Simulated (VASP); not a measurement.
# Re (P6_3/mmc) in VASP: further runs

Re is run at these levels: PBE; tasks: single point, relaxation of cell and atoms.

Program: VASP 6.6.1. These are calculated values, not measurements. Logs are shortened: lines on timing, memory, paths and dates and some standing lists are left out, and cuts for length are marked.

**1. The cell of the first run**

It takes space group P6_3/mmc (No. 194, hexagonal). Conventional cell: a = 2.762 Å, b = 2.762 Å, c = 4.522 Å, α = 90.00°, β = 90.00°, γ = 120.00°. Within 3.6 Å of Re (site symmetry -6m2) lie 12 Re at 2.76 to 2.77 Å.

**2. Single point, PBE**

Contents of INCAR:

```
SYSTEM = Re
ALGO = Normal
EDIFF = 1E-6
ENCUT = 520
GGA = PE
ISIF = 2
ISMEAR = 1
LASPH = .TRUE.
LCHARG = .FALSE.
LREAL = .FALSE.
LWAVE = .FALSE.
NBANDS = 14
NELM = 80
PREC = Accurate
SIGMA = 0.05
```

Contents of KPOINTS:

```
k-points
0
G
  7 7 4
  0 0 0
```

Contents of POSCAR:

```
Re
1.0
    2.7620258603      0.0000000000      0.0000000000
   -1.3810129301      2.3919845609      0.0000000000
    0.0000000000      0.0000000000      4.5218279063
Re
2
Direct
    0.3333333333      0.6666666667      0.2500000000
    0.6666666667      0.3333333333      0.7500000000
```

Potentials or basis: VASP PAW PBE potentials, release 64 (Re).

Launch:

```console
cat potpaw_PBE.64/Re/POTCAR > POTCAR
mpirun -np 1 vasp_std > vasp.out
```

OUTCAR:

```text
SYSTEM = Re
   EDIFF = 1E-6
   ENCUT = 520
   GGA = PE
   ISIF = 2
   ISMEAR = 1
   LASPH = .TRUE.
   LREAL = .FALSE.
   NELM = 80
   PREC = Accurate

 ion  position               nearest neighbor table
   1  0.333  0.667  0.250-   2 2.77   2 2.77   2 2.77   2 2.77   2 2.77   2 2.77
   2  0.667  0.333  0.750-   1 2.77   1 2.77   1 2.77   1 2.77   1 2.77   1 2.77

  LATTYP: Found a hexagonal cell.
 ALAT       =     2.7620258603
 C/A-ratio  =     1.6371417702

  Lattice vectors:

 A1 = (   2.7620258603,   0.0000000000,   0.0000000000)
 A2 = (  -1.3810129301,   2.3919845609,   0.0000000000)
 A3 = (   0.0000000000,   0.0000000000,   4.5218279063)

Analysis of symmetry for initial positions (statically):
=====================================================================
 Subroutine PRICEL returns:
 Original cell was already a primitive cell.

 Routine SETGRP: Setting up the symmetry group for a
 hexagonal supercell.

 Subroutine GETGRP returns: Found 24 space group operations
 (whereof 12 operations were pure point group operations)
 out of a pool of 24 trial point group operations.

The static configuration has the point symmetry D_3d.
 The point group associated with its full space group is D_6h.

Analysis of symmetry for dynamics (positions and initial velocities):
=====================================================================
 Subroutine PRICEL returns:
 Original cell was already a primitive cell.

 Routine SETGRP: Setting up the symmetry group for a
 hexagonal supercell.

 Subroutine GETGRP returns: Found 24 space group operations
 (whereof 12 operations were pure point group operations)
 out of a pool of 24 trial point group operations.

The dynamic configuration has the point symmetry D_3d.
 The point group associated with its full space group is D_6h.

 Subroutine INISYM returns: Found 24 space group operations
 (whereof 12 operations are pure point group operations),
 and found     1 'primitive' translations

----------------------------------------------------------------------------------------

                                     Primitive cell

  volume of cell :      29.8745

  direct lattice vectors                    reciprocal lattice vectors
     2.762025860  0.000000000  0.000000000     0.362053091  0.209031450  0.000000000
    -1.381012930  2.391984561  0.000000000     0.000000000  0.418062899  0.000000000
     0.000000000  0.000000000  4.521827906     0.000000000  0.000000000  0.221149504

  length of vectors
     2.762025860  2.762025860  4.521827906     0.418062899  0.418062899  0.221149504

  position of ions in fractional coordinates (direct lattice)
     0.333333333  0.666666667  0.250000000
     0.666666667  0.333333333  0.750000000

  ion indices of the primitive-cell ions
   primitive index   ion index
                 1           1
                 2           2

----------------------------------------------------------------------------------------

 KPOINTS: k-points

Automatic generation of k-mesh.
 Grid dimensions read from file:
 generate k-points for:    7    7    4

 Generating k-lattice:

  Cartesian coordinates                     Fractional coordinates (reciprocal lattice)
     0.051721870  0.029861636  0.000000000     0.142857143 -0.000000000  0.000000000
     0.000000000  0.059723271  0.000000000     0.000000000  0.142857143  0.000000000
     0.000000000  0.000000000  0.055287376     0.000000000  0.000000000  0.250000000

  Length of vectors
     0.059723271  0.059723271  0.055287376

  Shift w.r.t. Gamma in fractional coordinates (k-lattice)
     0.000000000  0.000000000  0.000000000

 Subroutine IBZKPT returns following result:
 ===========================================

 Found     24 irreducible k-points:

 Following reciprocal coordinates:
            Coordinates               Weight
  0.000000  0.000000  0.000000      1.000000
  0.142857  0.000000  0.000000      6.000000
  0.285714  0.000000  0.000000      6.000000
  0.428571  0.000000  0.000000      6.000000
  0.142857  0.142857  0.000000      6.000000
  0.285714  0.142857  0.000000     12.000000
[... 16 lines left out ...]
  0.428571  0.142857  0.500000      6.000000
  0.285714  0.285714  0.500000      6.000000
   k-points           NKPTS =     24   k-points in BZ     NKDIM =     24   number of bands    NBANDS=     14
   number of dos      NEDOS =    301   number of ions     NIONS =      2
   total plane-waves  NPLWV =  20736
   dimension x,y,z NGX =    24 NGY =   24 NGZ =   36
   dimension x,y,z NGXF=    48 NGYF=   48 NGZF=   72
   ions per type =               2
   NGX,Y,Z   is equivalent  to a cutoff of  14.45, 14.45, 13.24 a.u.
   NGXF,Y,Z  is equivalent  to a cutoff of  28.89, 28.89, 26.47 a.u.
 SYSTEM =  Re
   PREC   = accura    normal or accurate (medium, high low for compatibility)
   ISTART =      0    job   : 0-new  1-cont  2-samecut
   ICHARG =      2    charge: 1-file 2-atom 10-const
   ISPIN  =      1    spin polarized calculation?
   LNONCOLLINEAR =      F non collinear calculations
   LSORBIT =      F    spin-orbit coupling
   LASPH  =      T    aspherical Exc in radial PAW
   ENCUT  =  520.0 eV  38.22 Ry    6.18 a.u.   5.14  5.14  8.41*2*pi/ulx,y,z
   NELM   =     80;   NELMIN=  2; NELMDL= -5     # of ELM steps
   EDIFF  = 0.1E-05   stopping-criterion for ELM
   LREAL  =      F    real-space projection
   EDIFFG = 0.1E-04   stopping-criterion for IOM
   NSW    =      0    number of steps for IOM
   IBRION =     -1    ionic relax: 0-MD 1-quasi-New 2-CG
   NFREE  =      0    steps in history (QN), initial steepest desc. (CG)
   ISIF   =      2    stress and relaxation
   ISYM   =      2    0-nonsym 1-usesym 2-fastsym
   POTIM  = 0.5000    time-step for ionic-motion
   TEBEG  =    0.0;   TEEND  =   0.0 temperature during run
   PSTRESS=    0.0 pullay stress
   NELECT =      14.0000    total number of electrons
   NUPDOWN=      -1.0000    fix difference up-down
   EMIN   =  10.00;   EMAX   =-10.00  energy-range for DOS
   EFERMI =   0.00;   METHOD = LEGACY
   ISMEAR =     1;   SIGMA  =   0.05  broadening in eV -4-tet -1-fermi 0-gaus
   EFERMI_NEDOS =   21; number of points for ismear=-14 and -15
   IALGO  =     38    algorithm
   IMIX   =      4    mixing-type and parameters
     AMIX     =   0.40;   BMIX     =  1.00
     AMIX_MAG =   1.60;   BMIX_MAG =  1.00
  volume/ion in A,a.u.               =      14.94       100.80
  Fermi-wavevector in a.u.,A,eV,Ry     =   1.271601  2.402977 22.000194  1.616969
  Thomas-Fermi vector in A             =   2.404525
   LORBIT       =      0    0 simple, 1 ext, 2 COOP (PROOUT), +10 PAW based schemes
   GGA     = PE    functional components
   LHFCALC =     F    Hartree Fock is set to
   AEXX    =    0.0000 exact exchange contribution
   IVDW    =     0    specifies the selected vdW correction
   LEPSILON=     F    determine dielectric tensor
   LRPA    =     F    only Hartree local field effects (RPA)
 non-spin polarized calculation
 Methfessel and Paxton  Order N= 1 SIGMA  =   0.05
  energy-cutoff  :      520.00
  volume of cell :       29.87
 maximum number of plane-waves:       820
 NGX is ok and might be reduce to    24
   NGX = 11   NGY = 11   NGZ = 17

 number of electron      13.9999999 magnetization

 Free energy of the ion-electron system (eV)
  ---------------------------------------------------
  ext. energy  EPLUGINS =         0.00000000
  ---------------------------------------------------
  free energy    TOTEN  =       -24.84660739 eV

  energy without entropy =      -24.84698941  energy(sigma->0) =      -24.84673473

 E-fermi :   7.6959     XC(G=0): -13.6442

 val. band max:        7.6898003721   @ k =   0.1429   0.0000   0.0000
 cond. band min:       7.7892767927   @ k =   0.2857   0.1429   0.5000
 fundamental gap:      0.0994764206
 Fermi energy:         7.6958720472

 k-point     1 :       0.0000    0.0000    0.0000
  band No.  band energies     occupation
      1      -2.0635      2.00000
      2       1.1743      2.00000
      3       6.0057      2.00000
      4       6.2011      2.00000
      5       6.2011      2.00000
      6       6.9805      2.00000
      7       6.9805      2.00000
      8       8.0180     -0.00000
      9       8.0180     -0.00000
     10       8.1313     -0.00000
     11      11.0114      0.00000
     12      11.0114      0.00000
     13      17.3633      0.00000
     14      21.9050      0.00000

 k-point     2 :       0.1429    0.0000    0.0000
  band No.  band energies     occupation
      1      -1.2637      2.00000
      2       1.9000      2.00000
      3       5.1542      2.00000
      4       6.1188      2.00000
      5       6.3880      2.00000
      6       6.9519      2.00000
      7       6.9993      2.00000
      8       7.4739      2.00000
      9       7.6304      2.06891
     10       7.6898      1.20386
     11      11.3355      0.00000
     12      13.4429      0.00000
     13      17.2286      0.00000
     14      23.5175      0.00000

 k-point     3 :       0.2857    0.0000    0.0000
  band No.  band energies     occupation
      1       0.5955      2.00000
      2       2.5742      2.00000
      3       3.9120      2.00000
      4       4.9121      2.00000
      5       5.9409      2.00000
      6       6.5706      2.00000
      7       6.8502      2.00000
      8       8.7604      0.00000
      9       8.9987      0.00000
     10       9.5805      0.00000
     11      11.7300      0.00000
     12      16.6625      0.00000
     13      16.8583      0.00000
     14      21.5376      0.00000
[... 324 lines left out ...]
 k-point    23 :       0.4286    0.1429    0.5000
  band No.  band energies     occupation
      1       2.0617      2.00000
      2       2.0617      2.00000
      3       4.0205      2.00000
      4       4.0205      2.00000
      5       6.4886      2.00000
      6       6.4886      2.00000
      7       8.6792     -0.00000
      8       8.6792     -0.00000
      9      11.3544      0.00000
     10      11.3544      0.00000
     11      14.2794      0.00000
     12      14.2794      0.00000
     13      18.0342      0.00000
     14      18.0342      0.00000

 k-point    24 :       0.2857    0.2857    0.5000
  band No.  band energies     occupation
      1       2.8960      2.00000
      2       2.8960      2.00000
      3       4.3785      2.00000
      4       4.3785      2.00000
      5       5.5361      2.00000
      6       5.5361      2.00000
      7       7.6665      1.82776
      8       7.6665      1.82776
      9      11.3222      0.00000
     10      11.3222      0.00000
     11      15.6653      0.00000
     12      15.6653      0.00000
     13      18.5985      0.00000
     14      18.5985      0.00000

------------------------ aborting loop because EDIFF is reached ----------------------------------------

  FORCE on cell =-STRESS in cart. coord.  units (eV):
  Direction    XX          YY          ZZ          XY          YZ          ZX
  --------------------------------------------------------------------------------------
  -------------------------------------------------------------------------------------
  Total       -0.0881078     -0.0881078     -0.0653743     -0.0000000      0.0000000      0.0000000
  in kB       -4.7252506     -4.7252506     -3.5060436     -0.0000000      0.0000000      0.0000000
  external PRESSURE =      -4.3188483 kB  Pullay stress =       0.0000000 kB

 VOLUME and BASIS-vectors are now :
 -----------------------------------------------------------------------------
  energy-cutoff  :      520.00
  volume of cell :       29.87
      direct lattice vectors                 reciprocal lattice vectors
     2.762025860  0.000000000  0.000000000     0.362053091  0.209031450  0.000000000
    -1.381012930  2.391984561  0.000000000     0.000000000  0.418062899  0.000000000
     0.000000000  0.000000000  4.521827906     0.000000000  0.000000000  0.221149504

 POSITION                                       TOTAL-FORCE (eV/Angst)
 -----------------------------------------------------------------------------------
     -0.00000      1.59466      1.13046        -0.000000      0.000000      0.000000
      1.38101      0.79733      3.39137         0.000000     -0.000000      0.000000
 -----------------------------------------------------------------------------------
    total drift:                               -0.000000      0.000000     -0.000000

  FREE ENERGIE OF THE ION-ELECTRON SYSTEM (eV)
  ---------------------------------------------------
  free  energy   TOTEN  =       -24.8466073906 eV

  energy  without entropy=      -24.8469894080  energy(sigma->0) =      -24.84673473
```

Wall time 14 s (1 thread of Intel Xeon Platinum 8175M at 2.50GHz (Skylake/Cascade Lake), shared host); peak memory 0.15 GiB.

Results:

```
Free energy            : -24.8466 eV
Pressure               : -0.4 GPa
Band gap on the k mesh : zero (band 7 reaches 8.68 eV, above the bottom of band 8 at 6.10 eV)
```

Levels at points of the mesh, in eV from the Fermi level:
```
           k point  band 4  band 5  band 6  band 7  band 8  band 9  band 10  band 11
(0.00, 0.00, 0.00)   -1.49   -1.49   -0.72   -0.72    0.32    0.32     0.44     3.32
(0.00, 0.00, 0.50)   -2.41   -1.59   -1.59   -1.59   -1.59    2.50     2.50     2.50
```

Caveat: the k points lie up to 0.38 Å⁻¹ apart; spin-orbit coupling is left out, which moves the levels of the heavy elements.

**3. Relaxation of cell and atoms, PBE**

This run uses another cell than the first one, of 14.71 Å³/atom, 0.985 times its volume.

Contents of INCAR:

```
ALGO     = Normal         # electronic algorithm
EDIFF    = 1E-7           # SCF threshold, eV
EDIFFG   = -0.01          # ionic threshold
ENCUT    = 600            # plane-wave cutoff, eV
GGA      = PE             # functional
IBRION   = 2              # ionic algorithm
ISIF     = 3              # what is computed and relaxed
ISMEAR   = 1              # smearing method
LASPH    = T              # aspherical terms in the spheres
LCHARG   = F              # write CHGCAR
LREAL    = F              # projectors in reciprocal space
LWAVE    = F              # write WAVECAR
NELM     = 80             # most SCF steps
NSW      = 80             # ionic steps
PREC     = Accurate       # precision mode
SIGMA    = 0.05           # smearing width, eV
```

Contents of KPOINTS:

```
k-points
0
Gamma
  7 7 4
```

Contents of POSCAR:

```
Re
1.0
    2.7608000000      0.0000000000      0.0000000000
   -1.3804000000      2.3909229348      0.0000000000
    0.0000000000      0.0000000000      4.4582000000
Re
2
Direct
    0.3333333333      0.6666666667      0.2500000000
    0.6666666667      0.3333333333      0.7500000000
```

Potentials or basis: VASP PAW PBE potentials, release 64 (Re).

Launch:

```console
cat potpaw_PBE.64/Re/POTCAR > POTCAR
mpirun -np 1 vasp_std > vasp.out
```

OUTCAR:

```text
EDIFF = 1E-7
   EDIFFG = -0.01
   ENCUT = 600
   GGA = PE
   IBRION = 2
   ISIF = 3
   ISMEAR = 1
   LASPH = T
   LREAL = F
   NELM = 80
   NSW = 80
   PREC = Accurate

 ion  position               nearest neighbor table
   1  0.333  0.667  0.250-   2 2.74   2 2.74   2 2.74   2 2.74   2 2.74   2 2.74
   2  0.667  0.333  0.750-   1 2.74   1 2.74   1 2.74   1 2.74   1 2.74   1 2.74

  LATTYP: Found a hexagonal cell.
 ALAT       =     2.7608000000
 C/A-ratio  =     1.6148217908

  Lattice vectors:

 A1 = (   2.7608000000,   0.0000000000,   0.0000000000)
 A2 = (  -1.3804000000,   2.3909229348,   0.0000000000)
 A3 = (   0.0000000000,   0.0000000000,   4.4582000000)

Analysis of symmetry for initial positions (statically):
=====================================================================
 Subroutine PRICEL returns:
 Original cell was already a primitive cell.

[... 181 lines left out ...]
  in kB       33.7320908     33.7320908    100.8587637      0.0000000      0.0000000      0.0000000
  external PRESSURE =      56.1076484 kB  Pullay stress =       0.0000000 kB
[... 239 lines left out ...]
--------------------------------------- Ionic step        8  -------------------------------------------

 number of electron      13.9999999 magnetization

 Free energy of the ion-electron system (eV)
  ---------------------------------------------------
  ext. energy  EPLUGINS =         0.00000000
  ---------------------------------------------------
  free energy    TOTEN  =       -24.84872525 eV

  energy without entropy =      -24.84910047  energy(sigma->0) =      -24.84885032

 E-fermi :   7.7070     XC(G=0): -13.6490

 val. band max:        7.7011630445   @ k =   0.1429  -0.0000   0.0000
 cond. band min:       7.8011083986   @ k =   0.2857   0.1429   0.5000
 fundamental gap:      0.0999453541
 Fermi energy:         7.7069548809

 k-point     1 :       0.0000    0.0000    0.0000
  band No.  band energies     occupation
      1      -2.0587      2.00000
      2       1.1786      2.00000
      3       6.0129      2.00000
      4       6.2105      2.00000
      5       6.2105      2.00000
      6       6.9908      2.00000
      7       6.9908      2.00000
      8       8.0315     -0.00000
      9       8.0315     -0.00000
     10       8.1424     -0.00000
     11      11.0278      0.00000
[... 349 lines left out ...]
  FREE ENERGIE OF THE ION-ELECTRON SYSTEM (eV)
  ---------------------------------------------------
  free  energy   TOTEN  =       -24.8487252484 eV

  energy  without entropy=      -24.8491004739  energy(sigma->0) =      -24.84885032

 reached required accuracy - stopping structural energy minimisation
```

OSZICAR:

```text
N       E                     dE             d eps       ncg     rms          rms(c)
DAV:   1     0.405268712226E+02    0.40527E+02   -0.75795E+03   948   0.177E+03
DAV:   2    -0.181737940070E+02   -0.58701E+02   -0.49682E+02   837   0.343E+02
DAV:   3    -0.256662381723E+02   -0.74924E+01   -0.60405E+01   902   0.297E+02
[... 65 lines left out ...]
DAV:   2    -0.248489340235E+02    0.50872E-03   -0.10952E-03   884   0.120E+00    0.317E-01
DAV:   3    -0.248487296369E+02    0.20439E-03   -0.43449E-04   886   0.750E-01    0.463E-02
DAV:   4    -0.248487267744E+02    0.28625E-05   -0.82141E-06   990   0.609E-02    0.210E-02
DAV:   5    -0.248487251958E+02    0.15786E-05   -0.61552E-06   984   0.758E-02    0.299E-03
DAV:   6    -0.248487252484E+02   -0.52550E-07   -0.23794E-08   300   0.941E-03
   8 F= -.24848725E+02 E0= -.24848850E+02  d E =-.149214E-03
```

CONTCAR:

```text
Re
   1.00000000000000
     2.7610343387574265    0.0000000000000000    0.0000000000000000
    -1.3805171693787133    2.3911258781170281   -0.0000000000000000
     0.0000000000000000    0.0000000000000000    4.5209405685803432
  Re
     2
Direct
     0.3333333332999970    0.6666666667000030    0.2500000000000000
     0.6666666667000030    0.3333333332999970    0.7500000000000000

  0.00000000E+00  0.00000000E+00  0.00000000E+00
  0.00000000E+00  0.00000000E+00  0.00000000E+00
```

It took 58 s on 1 thread of Intel Xeon Platinum 8175M at 2.50GHz (Skylake/Cascade Lake), shared host; peak memory 0.16 GiB.

What came out:

```yaml
Free_energy: -24.8487 eV
Relaxed_volume: 14.92 Å³/atom
Relaxed_cell: a = 2.761 Å, b = 2.761 Å, c = 4.521 Å, α = 90.00°, β = 90.00°, γ = 120.00°
Space_group_after_relaxing_to_0.05_Å: P6_3/mmc (No. 194)
Energy_gained_by_relaxing: 7.6 meV/atom
Ionic_steps: 8
Pressure_after_relaxing: 0.0 GPa
Band_gap_on_the_k_mesh: zero (band 7 reaches 8.69 eV, above the bottom of band 8 at 6.11 eV)
```

Step by step:
| step | energy change (eV) | largest force (eV/Å) | pressure (GPa) | volume (Å³) |
| --- | --- | --- | --- | --- |
| 1 | 0.0000 | 0.0000 | 5.61 | 29.43 |
| 2 | 0.1092 | 0.0000 | -19.22 | 31.67 |
| 3 | -0.0126 | 0.0000 | -1.17 | 29.95 |
| 4 | -0.0051 | 0.0000 | 0.41 | 29.82 |
| 5 | -0.0150 | 0.0000 | -0.75 | 29.91 |
| 6 | -0.0150 | 0.0000 | -0.74 | 29.91 |
| 7 | -0.0141 | 0.0000 | 2.00 | 29.69 |
| 8 | -0.0151 | 0.0000 | 0.02 | 29.85 |

Final structure:
```xyz
2
Lattice="2.7610 0.0000 0.0000 -1.3805 2.3911 0.0000 0.0000 0.0000 4.5209" Properties=species:S:1:pos:R:3 pbc="T T T"
Re    0.0000    1.5941    1.1302
Re    1.3805    0.7970    3.3907
```

Caveat: the k points lie up to 0.38 Å⁻¹ apart in the final cell; spin-orbit coupling is left out, which moves the levels of the heavy elements.
